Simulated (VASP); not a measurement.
# BaS in VASP: settings compared

Aim: see how the results for BaS move with the level of theory and the settings. Levels: r2SCAN, PBE. Tasks: single point.

Everything below comes from runs of VASP 6.6.1. Logs are shortened: lines on timing, memory, paths and dates and some standing lists are left out, and cuts for length are marked.

## Step 1: The cell of the first run

It takes space group Fm-3m (No. 225, cubic). Conventional cell: a = 6.424 Å, b = 6.424 Å, c = 6.424 Å, α = 90.00°, β = 90.00°, γ = 90.00°. Within 4.2 Å of Ba (site symmetry m-3m) lie 6 S at 3.21 Å. S (site symmetry m-3m) has 6 Ba at 3.21 Å within 4.2 Å.

## Step 2: Single point, r2SCAN

POSCAR reads:

```
BaS
1.0
    0.0000000000      3.2117958739      3.2117958739
    3.2117958739      0.0000000000      3.2117958739
    3.2117958739      3.2117958739      0.0000000000
Ba S
1 1
Direct
    0.0000000000      0.0000000000      0.0000000000
    0.5000000000      0.5000000000      0.5000000000
```

INCAR.step1 reads:

```
SYSTEM = BaS
PREC = Accurate
ENCUT = 520
ISMEAR = 0
SIGMA = 0.01
LREAL = .FALSE.
LASPH = .TRUE.
NELM = 100
NBANDS = 15
GGA = PE
ALGO = Normal
EDIFF = 1E-4
LWAVE = .TRUE.
LCHARG = .FALSE.
```

INCAR.step2 reads:

```
SYSTEM = BaS
PREC = Accurate
ENCUT = 520
EDIFF = 1E-6
ISMEAR = 0
SIGMA = 0.01
LREAL = .FALSE.
LASPH = .TRUE.
NELM = 100
ALGO = Normal
ISIF = 2
LWAVE = .FALSE.
LCHARG = .FALSE.
METAGGA = R2SCAN
LMIXTAU = .TRUE.
NBANDS = 15
ISTART = 1
```

KPOINTS reads:

```
regular mesh
0
G
  8 8 8
  0 0 0
```

Potentials or basis: VASP PAW PBE potentials, release 64 (Ba_sv, S).

Command:

```sh
$ cat potpaw_PBE.64/Ba_sv/POTCAR potpaw_PBE.64/S/POTCAR > POTCAR
$ cp INCAR.step1 INCAR
$ mpirun -np 1 vasp_std > vasp.out
$ cp INCAR.step2 INCAR
$ mpirun -np 1 vasp_std > vasp.out
```

OUTCAR:

```text
SYSTEM = BaS
   PREC = Accurate
   ENCUT = 520
   EDIFF = 1E-6
   ISMEAR = 0
   LREAL = .FALSE.
   LASPH = .TRUE.
   NELM = 100
   ISIF = 2
   METAGGA = R2SCAN
   ISTART = 1

 ion  position               nearest neighbor table
   1  0.000  0.000  0.000-   2 3.21   2 3.21   2 3.21   2 3.21   2 3.21   2 3.21
   2  0.500  0.500  0.500-   1 3.21   1 3.21   1 3.21   1 3.21   1 3.21   1 3.21

  LATTYP: Found a face centered cubic cell.
 ALAT       =     6.4235917478

  Lattice vectors:

 A1 = (   0.0000000000,   3.2117958739,   3.2117958739)
 A2 = (   3.2117958739,   0.0000000000,   3.2117958739)
 A3 = (   3.2117958739,   3.2117958739,   0.0000000000)

Analysis of symmetry for initial positions (statically):
=====================================================================
 Subroutine PRICEL returns:
 Original cell was already a primitive cell.

 Routine SETGRP: Setting up the symmetry group for a
 face centered cubic supercell.

 Subroutine GETGRP returns: Found 48 space group operations
 (whereof 48 operations were pure point group operations)
 out of a pool of 48 trial point group operations.

The static configuration has the point symmetry O_h .

Analysis of symmetry for dynamics (positions and initial velocities):
=====================================================================
 Subroutine PRICEL returns:
 Original cell was already a primitive cell.

 Routine SETGRP: Setting up the symmetry group for a
 face centered cubic supercell.

 Subroutine GETGRP returns: Found 48 space group operations
 (whereof 48 operations were pure point group operations)
 out of a pool of 48 trial point group operations.

The dynamic configuration has the point symmetry O_h .

 Subroutine INISYM returns: Found 48 space group operations
 (whereof 48 operations are pure point group operations),
 and found     1 'primitive' translations

----------------------------------------------------------------------------------------

                                     Primitive cell

  volume of cell :      66.2634

  direct lattice vectors                    reciprocal lattice vectors
     0.000000000  3.211795874  3.211795874    -0.155676145  0.155676145  0.155676145
     3.211795874  0.000000000  3.211795874     0.155676145 -0.155676145  0.155676145
     3.211795874  3.211795874  0.000000000     0.155676145  0.155676145 -0.155676145

  length of vectors
     4.542165284  4.542165284  4.542165284     0.269638993  0.269638993  0.269638993

  position of ions in fractional coordinates (direct lattice)
     0.000000000  0.000000000  0.000000000
     0.500000000  0.500000000  0.500000000

  ion indices of the primitive-cell ions
   primitive index   ion index
                 1           1
                 2           2

----------------------------------------------------------------------------------------

 KPOINTS: regular mesh

Automatic generation of k-mesh.
 Grid dimensions read from file:
 generate k-points for:    8    8    8

 Generating k-lattice:

  Cartesian coordinates                     Fractional coordinates (reciprocal lattice)
    -0.019459518  0.019459518  0.019459518     0.125000000  0.000000000  0.000000000
     0.019459518 -0.019459518  0.019459518     0.000000000  0.125000000  0.000000000
     0.019459518  0.019459518 -0.019459518     0.000000000  0.000000000  0.125000000

  Length of vectors
     0.033704874  0.033704874  0.033704874

  Shift w.r.t. Gamma in fractional coordinates (k-lattice)
     0.000000000  0.000000000  0.000000000

 Subroutine IBZKPT returns following result:
 ===========================================

 Found     29 irreducible k-points:

 Following reciprocal coordinates:
            Coordinates               Weight
  0.000000  0.000000  0.000000      1.000000
  0.125000  0.000000  0.000000      8.000000
  0.250000  0.000000  0.000000      8.000000
  0.375000  0.000000  0.000000      8.000000
  0.500000  0.000000  0.000000      4.000000
  0.125000  0.125000  0.000000      6.000000
[... 16 lines left out ...]
  0.500000  0.250000  0.125000     48.000000
 -0.375000  0.250000  0.125000     24.000000
 [... further k-points ...]
   k-points           NKPTS =     29   k-points in BZ     NKDIM =     29   number of bands    NBANDS=     15
   number of dos      NEDOS =    301   number of ions     NIONS =      2
   total plane-waves  NPLWV =  46656
   dimension x,y,z NGX =    36 NGY =   36 NGZ =   36
   dimension x,y,z NGXF=    72 NGYF=   72 NGZF=   72
   ions per type =               1   1
   NGX,Y,Z   is equivalent  to a cutoff of  13.18, 13.18, 13.18 a.u.
   NGXF,Y,Z  is equivalent  to a cutoff of  26.35, 26.35, 26.35 a.u.
 SYSTEM =  BaS
   PREC   = accura    normal or accurate (medium, high low for compatibility)
   ISTART =      1    job   : 0-new  1-cont  2-samecut
   ICHARG =      0    charge: 1-file 2-atom 10-const
   ISPIN  =      1    spin polarized calculation?
   LNONCOLLINEAR =      F non collinear calculations
   LSORBIT =      F    spin-orbit coupling
   LASPH  =      T    aspherical Exc in radial PAW
   ENCUT  =  520.0 eV  38.22 Ry    6.18 a.u.   8.45  8.45  8.45*2*pi/ulx,y,z
   NELM   =    100;   NELMIN=  2; NELMDL=  0     # of ELM steps
   EDIFF  = 0.1E-05   stopping-criterion for ELM
   LREAL  =      F    real-space projection
   EDIFFG = 0.1E-04   stopping-criterion for IOM
   NSW    =      0    number of steps for IOM
   IBRION =     -1    ionic relax: 0-MD 1-quasi-New 2-CG
   NFREE  =      0    steps in history (QN), initial steepest desc. (CG)
   ISIF   =      2    stress and relaxation
   ISYM   =      2    0-nonsym 1-usesym 2-fastsym
   POTIM  = 0.5000    time-step for ionic-motion
   TEBEG  =    0.0;   TEEND  =   0.0 temperature during run
   PSTRESS=    0.0 pullay stress
   NELECT =      16.0000    total number of electrons
   NUPDOWN=      -1.0000    fix difference up-down
   EMIN   =  10.00;   EMAX   =-10.00  energy-range for DOS
   EFERMI =   0.00;   METHOD = LEGACY
   ISMEAR =     0;   SIGMA  =   0.01  broadening in eV -4-tet -1-fermi 0-gaus
   EFERMI_NEDOS =   21; number of points for ismear=-14 and -15
   IALGO  =     38    algorithm
   IMIX   =      4    mixing-type and parameters
     AMIX     =   0.40;   BMIX     =  1.00
     AMIX_MAG =   1.60;   BMIX_MAG =  1.00
  volume/ion in A,a.u.               =      33.13       223.58
  Fermi-wavevector in a.u.,A,eV,Ry     =   1.019429  1.926441 14.139651  1.039235
  Thomas-Fermi vector in A             =   2.152942
   LORBIT       =      0    0 simple, 1 ext, 2 COOP (PROOUT), +10 PAW based schemes
   METAGGA = R2SCAN    functional components
   LHFCALC =     F    Hartree Fock is set to
   AEXX    =    0.0000 exact exchange contribution
   IVDW    =     0    specifies the selected vdW correction
   LEPSILON=     F    determine dielectric tensor
   LRPA    =     F    only Hartree local field effects (RPA)
 non-spin polarized calculation
 Gauss-broadening in eV      SIGMA  =   0.01
  energy-cutoff  :      520.00
  volume of cell :       66.26
 maximum number of plane-waves:      1812
 NGX is ok and might be reduce to    36
   NGX = 17   NGY = 17   NGZ = 17

 number of electron      16.0000002 magnetization

 Free energy of the ion-electron system (eV)
  ---------------------------------------------------
  ext. energy  EPLUGINS =         0.00000000
  ---------------------------------------------------
  free energy    TOTEN  =       -39.20539258 eV

  energy without entropy =      -39.20539258  energy(sigma->0) =      -39.20539258

 E-fermi :   1.2201     XC(G=0):  -9.0051

 val. band max:        1.1323429900   @ k =   0.0000   0.0000   0.0000
 cond. band min:       3.6234409045   @ k =   0.5000   0.5000   0.0000
 fundamental gap:      2.4910979146
 Fermi energy:         1.2201031195

 k-point     1 :       0.0000    0.0000    0.0000
  band No.  band energies     occupation
      1     -25.7341      2.00000
      2     -10.3692      2.00000
      3     -10.3692      2.00000
      4     -10.3692      2.00000
      5      -9.6392      2.00000
      6       1.1323      2.00000
      7       1.1323      2.00000
      8       1.1323      2.00000
      9       5.2661      0.00000
     10       5.4367      0.00000
     11       5.4367      0.00000
     12       5.4367      0.00000
     13       6.4574      0.00000
     14       6.4574      0.00000
     15      10.2957      0.00000

 k-point     2 :       0.1250    0.0000    0.0000
  band No.  band energies     occupation
      1     -25.7278      2.00000
      2     -10.6811      2.00000
      3     -10.3742      2.00000
      4     -10.3742      2.00000
      5      -9.3125      2.00000
      6       0.7498      2.00000
      7       0.9343      2.00000
      8       0.9343      2.00000
      9       5.4370      0.00000
     10       5.6737      0.00000
     11       5.6737      0.00000
     12       5.8400      0.00000
     13       6.9070      0.00000
     14       6.9070      0.00000
     15      10.9326      0.00000

 k-point     3 :       0.2500    0.0000    0.0000
  band No.  band energies     occupation
      1     -25.7125      2.00000
      2     -11.1122      2.00000
      3     -10.3863      2.00000
      4     -10.3863      2.00000
      5      -8.8437      2.00000
      6       0.0332      2.00000
      7       0.5338      2.00000
      8       0.5338      2.00000
      9       5.6534      0.00000
     10       6.3377      0.00000
     11       6.3377      0.00000
     12       7.0094      0.00000
     13       8.0495      0.00000
     14       8.0495      0.00000
     15      12.1980      0.00000

 k-point     4 :       0.3750    0.0000    0.0000
  band No.  band energies     occupation
      1     -25.6972      2.00000
      2     -11.4135      2.00000
      3     -10.3981      2.00000
      4     -10.3981      2.00000
      5      -8.5014      2.00000
      6      -0.5366      2.00000
      7       0.2041      2.00000
      8       0.2041      2.00000
      9       6.2562      0.00000
     10       7.2885      0.00000
     11       7.2885      0.00000
     12       7.7304      0.00000
     13       9.4750      0.00000
     14       9.4750      0.00000
     15      11.9373      0.00000
[... 307 lines left out ...]
 k-point    22 :       0.3750    0.2500    0.1250
  band No.  band energies     occupation
      1     -25.7015      2.00000
      2     -11.1314      2.00000
      3     -10.4949      2.00000
      4     -10.4135      2.00000
      5      -8.8354      2.00000
      6      -0.2124      2.00000
      7       0.4665      2.00000
      8       0.8431      2.00000
      9       4.9162      0.00000
     10       6.7305      0.00000
     11       7.0892      0.00000
     12       7.6572      0.00000
     13       7.8900      0.00000
     14       9.7927      0.00000
     15      11.9883      0.00000

 k-point    23 :       0.5000    0.2500    0.1250
  band No.  band energies     occupation
      1     -25.6894      2.00000
      2     -11.2568      2.00000
      3     -10.5428      2.00000
      4     -10.4437      2.00000
      5      -8.7236      2.00000
      6      -0.2835      2.00000
      7       0.2434      2.00000
      8       0.6066      2.00000
      9       5.4102      0.00000
     10       7.2063      0.00000
     11       7.7588      0.00000
     12       7.9623      0.00000
     13       9.1248      0.00000
     14      10.4072      0.00000
     15      11.1810      0.00000

 k-point    24 :      -0.3750    0.2500    0.1250
  band No.  band energies     occupation
      1     -25.6843      2.00000
      2     -11.3061      2.00000
      3     -10.5511      2.00000
      4     -10.4668      2.00000
      5      -8.6816      2.00000
      6      -0.3078      2.00000
      7       0.2921      2.00000
      8       0.3640      2.00000
      9       6.2394      0.00000
     10       6.4210      0.00000
     11       8.2655      0.00000
     12       8.5466      0.00000
     13       9.5679      0.00000
     14      10.4016      0.00000
     15      11.2073      0.00000

 [... further k-points ...]

------------------------ aborting loop because EDIFF is reached ----------------------------------------

  FORCE on cell =-STRESS in cart. coord.  units (eV):
  Direction    XX          YY          ZZ          XY          YZ          ZX
  --------------------------------------------------------------------------------------
  -------------------------------------------------------------------------------------
  Total        0.2426939      0.2426939      0.2426939      0.0000000     -0.0000000      0.0000000
  in kB        5.8680736      5.8680736      5.8680736      0.0000000     -0.0000000      0.0000000
  external PRESSURE =       5.8680736 kB  Pullay stress =       0.0000000 kB

 VOLUME and BASIS-vectors are now :
 -----------------------------------------------------------------------------
  energy-cutoff  :      520.00
  volume of cell :       66.26
      direct lattice vectors                 reciprocal lattice vectors
     0.000000000  3.211795874  3.211795874    -0.155676145  0.155676145  0.155676145
     3.211795874  0.000000000  3.211795874     0.155676145 -0.155676145  0.155676145
     3.211795874  3.211795874  0.000000000     0.155676145  0.155676145 -0.155676145

 POSITION                                       TOTAL-FORCE (eV/Angst)
 -----------------------------------------------------------------------------------
      0.00000      0.00000      0.00000        -0.000000     -0.000000     -0.000000
      3.21180      3.21180      3.21180         0.000000      0.000000      0.000000
 -----------------------------------------------------------------------------------
    total drift:                                0.000000      0.000000      0.000000

  FREE ENERGIE OF THE ION-ELECTRON SYSTEM (eV)
  ---------------------------------------------------
  free  energy   TOTEN  =       -39.2053925761 eV

  energy  without entropy=      -39.2053925761  energy(sigma->0) =      -39.20539258
```

Run time: 4 min. Hardware: 1 thread of AMD EPYC 7R13, shared host; peak memory 0.2 GiB.

Results:

* Free energy: -39.2054 eV
* Pressure: 0.6 GPa
* Band gap on the k mesh: 2.49 eV (least direct gap 2.63 eV)

Caveat: the PAW data sets were made with another functional, which shifts forces and pressure a little; spin-orbit coupling is left out, which moves the levels of the heavy elements. A k mesh can miss the band edges.

## Step 3: Single point, PBE (uniaxial z strain -2.0%)

INCAR reads:

```
  ALGO = Normal
  EDIFF = 1E-6
  ENCUT = 520
  GGA = PE
  ISIF = 2
  ISMEAR = -1
  LASPH = True
  LCHARG = False
  LREAL = False
  LWAVE = False
  NBANDS = 15
  NELM = 80
  PREC = Accurate
  SIGMA = 0.02
```

KPOINTS reads:

```
k-points
0
Gamma
  8 8 8
```

POSCAR reads:

```
BaS
1.0
    0.0000000000      3.2117958739      3.1475599564
    3.2117958739      0.0000000000      3.1475599564
    3.2117958739      3.2117958739      0.0000000000
Ba S
1 1
Direct
    0.0000000000      0.0000000000      0.0000000000
    0.5000000000      0.5000000000      0.5000000000
```

Potentials or basis: VASP PAW PBE potentials, release 64 (Ba_sv, S).

Command:

```sh
$ cat potpaw_PBE.64/Ba_sv/POTCAR potpaw_PBE.64/S/POTCAR > POTCAR
$ mpirun -np 1 vasp_std > vasp.out
```

It took 94 s on 1 thread of AMD EPYC 7R13, shared host; peak memory 0.21 GiB.

Results (log left out):

```yaml
Free_energy: -10.1777 eV
Pressure: 1.6 GPa
Band_gap_on_the_k_mesh: 2.04 eV (least direct gap 2.19 eV)
```

Stress tensor (GPa, compression positive):
```
1.01 0.00 0.00
0.00 1.01 0.00
0.00 0.00 2.89
```

Levels at points of the mesh, in eV from the valence-band top:
| k point | band 5 | band 6 | band 7 | band 8 | band 9 | band 10 | band 11 | band 12 |
| --- | --- | --- | --- | --- | --- | --- | --- | --- |
| (0.00, 0.00, 0.00) | -10.41 | -0.07 | -0.07 | 0.00 | 3.55 | 3.78 | 3.78 | 3.92 |
| (0.50, 0.00, 0.00) | -9.15 | -1.99 | -1.15 | -1.14 | 5.51 | 5.65 | 6.25 | 6.30 |
| (0.50, 0.50, 0.00) | -10.32 | -0.49 | -0.21 | -0.21 | 2.04 | 5.93 | 6.01 | 7.45 |
| (0.50, 0.00, 0.50) | -10.32 | -0.60 | -0.21 | -0.13 | 2.06 | 5.81 | 6.07 | 7.38 |

Caveat: the cell differs from its parent crystal (uniaxial z strain -2.0%); spin-orbit coupling is left out, which moves the levels of the heavy elements. A k mesh can miss the band edges.

## Step 4: Single point, PBE (uniaxial x strain +4.0%)

INCAR reads:

```
  PREC = Accurate
  ENCUT = 520
  EDIFF = 1E-7
  ISMEAR = -1
  SIGMA = 0.02
  LREAL = F
  LASPH = T
  NELM = 60
  ALGO = Normal
  ISIF = 2
  LWAVE = F
  LCHARG = F
  GGA = PE
  NBANDS = 15
```

KPOINTS reads:

```
regular mesh
0
Gamma
  8 8 8
```

POSCAR reads:

```
BaS
1.0
    0.0000000000      3.2117958739      3.2117958739
    3.3402677089      0.0000000000      3.2117958739
    3.3402677089      3.2117958739      0.0000000000
Ba S
1 1
Direct
    0.0000000000      0.0000000000      0.0000000000
    0.5000000000      0.5000000000      0.5000000000
```

Command:

```sh
$ cat potpaw_PBE.64/Ba_sv/POTCAR potpaw_PBE.64/S/POTCAR > POTCAR
$ mpirun -np 1 vasp_std > vasp.out
```

It took 93 s on 1 thread of AMD EPYC 7R13, shared host; peak memory 0.21 GiB.

Results (log left out):

```yaml
Free_energy: -10.1760 eV
Pressure: -0.8 GPa
Band_gap_on_the_k_mesh: 2.15 eV (least direct gap 2.32 eV)
```

Stress tensor (GPa, compression positive):
```
-2.36  0.00  0.00
 0.00  0.00  0.00
 0.00  0.00  0.00
```

Levels at points of the mesh, in eV from the valence-band top:
| k point | band 6 | band 7 | band 8 | band 9 | band 10 | band 11 |
| --- | --- | --- | --- | --- | --- | --- |
| (0.00, 0.00, 0.00) | -0.09 | 0.00 | 0.00 | 3.25 | 3.65 | 3.91 |
| (0.50, 0.00, 0.00) | -1.85 | -1.04 | -1.01 | 5.32 | 5.48 | 6.03 |
| (0.50, 0.50, 0.00) | -0.55 | -0.27 | -0.16 | 2.15 | 5.52 | 5.94 |
| (0.00, 0.50, 0.50) | -0.72 | -0.15 | -0.15 | 2.18 | 5.66 | 5.70 |

Caveat: the cell differs from its parent crystal (uniaxial x strain +4.0%); spin-orbit coupling is left out, which moves the levels of the heavy elements. A k mesh can miss the band edges.

(Part 1 of 2 ends here.)
